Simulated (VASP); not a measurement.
A run of VASP 6.6.1 is set up as follows.

File INCAR:

```
PREC     = Accurate       # precision mode
ENCUT    = 500            # plane-wave cutoff, eV
EDIFF    = 1E-6           # SCF threshold, eV
ISMEAR   = 0              # smearing method
SIGMA    = 0.1            # smearing width, eV
LREAL    = False          # projectors in reciprocal space
LASPH    = True           # aspherical terms in the spheres
NELM     = 120            # most SCF steps
ALGO     = Normal         # electronic algorithm
ISIF     = 2              # what is computed and relaxed
LWAVE    = False          # write WAVECAR
LCHARG   = False          # write CHGCAR
GGA      = PE             # functional
NBANDS   = 100            # bands
GGA_COMPAT= False
```

KPOINTS

```
Automatic mesh
0
Gamma
  2 2 6
```

File POSCAR:

```
Sc3B2Ir5
1.0
    9.5829944600      0.0000000000      0.0000000000
    0.0000000000      9.5829944600      0.0000000000
    0.0000000000      0.0000000000      3.0578076800
Sc B Ir
6 4 10
Direct
    0.1767076100      0.6767076300      0.0000000000
    0.8232923700      0.3232924000      0.0000000000
    0.3232924000      0.1767076100      0.0000000000
    0.6767076300      0.8232923700      0.0000000000
    0.0000000000      0.0000000000      0.0000000000
    0.5000000000      0.5000000000      0.0000000000
    0.6223350200      0.1223350000      0.0000000000
    0.3776650100      0.8776649800      0.0000000000
    0.8776649800      0.6223350200      0.0000000000
    0.1223350000      0.3776650100      0.0000000000
    0.0703299200      0.2227180700      0.5000000000
    0.9296701000      0.7772819400      0.5000000000
    0.7772819400      0.0703299200      0.5000000000
    0.4296700700      0.7227180600      0.5000000000
    0.2227180700      0.9296701000      0.5000000000
    0.5703299000      0.2772819400      0.5000000000
    0.7227180600      0.5703299000      0.5000000000
    0.2772819400      0.4296700700      0.5000000000
    0.0000000000      0.5000000000      0.5000000000
    0.5000000000      0.0000000000      0.5000000000
```

Potentials or basis: VASP PAW PBE potentials, release 64 (Sc_sv, B, Ir).

Launch:

```sh
$ cat potpaw_PBE.64/Sc_sv/POTCAR potpaw_PBE.64/B/POTCAR potpaw_PBE.64/Ir/POTCAR > POTCAR
$ mpirun -np 1 vasp_std > vasp.out
```

Question: Estimate the band gap on the k mesh.

Answer: Zero (bands 84 and 85 overlap by 0.08 eV).

Question: What does it give for the largest force?

Answer: 0.089 eV/Å.

Question: What does it give for the pressure?

Answer: 2.7 GPa.

Forces in eV/Å, atoms in the order of the input:
```
Sc  -0.050 -0.050  0.000
Sc   0.050  0.050  0.000
Sc   0.050 -0.050  0.000
Sc  -0.050  0.050  0.000
Sc   0.000  0.000  0.000
Sc   0.000  0.000  0.000
B   -0.063 -0.063  0.000
B    0.063  0.063  0.000
B    0.063 -0.063  0.000
B   -0.063  0.063  0.000
Ir  -0.017 -0.066  0.000
Ir   0.017  0.066  0.000
Ir   0.066 -0.017  0.000
Ir   0.017 -0.066  0.000
Ir  -0.066  0.017  0.000
Ir  -0.017  0.066  0.000
Ir  -0.066 -0.017  0.000
Ir   0.066  0.017  0.000
Ir   0.000  0.000  0.000
Ir   0.000  0.000  0.000
```

Caveat: spin-orbit coupling is left out, which moves the levels of the heavy elements.
